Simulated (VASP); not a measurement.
A run of VASP 6.6.1 is set up as follows.

The input INCAR:

```
PREC = Accurate
ENCUT = 500
EDIFF = 1E-6
ISMEAR = 0
SIGMA = 0.1
LREAL = F
LASPH = T
NELM = 120
ALGO = Normal
ISIF = 2
LWAVE = F
LCHARG = F
GGA = PS
NBANDS = 16
GGA_COMPAT = F
```

File KPOINTS:

```
regular mesh
0
Gamma
  12 12 12
```

The input POSCAR:

```
GaSb
1.0
    0.0000000000      3.0556142709      3.0556142709
    3.0556142709      0.0000000000      3.0556142709
    3.0556142709      3.0556142709      0.0000000000
Ga Sb
1 1
Direct
    0.0000000000      0.0000000000      0.0000000000
    0.2500000000      0.2500000000      0.2500000000
```

Potentials or basis: VASP PAW PBE potentials, release 64 (Ga_d, Sb).

Run with:

```sh
$ cat potpaw_PBE.64/Ga_d/POTCAR potpaw_PBE.64/Sb/POTCAR > POTCAR
$ mpirun -np 1 vasp_std > vasp.out
```

Question: Estimate the pressure.

Answer: 0.1 GPa.

Caveat: the PAW data sets were made with another functional, which shifts forces and pressure a little.
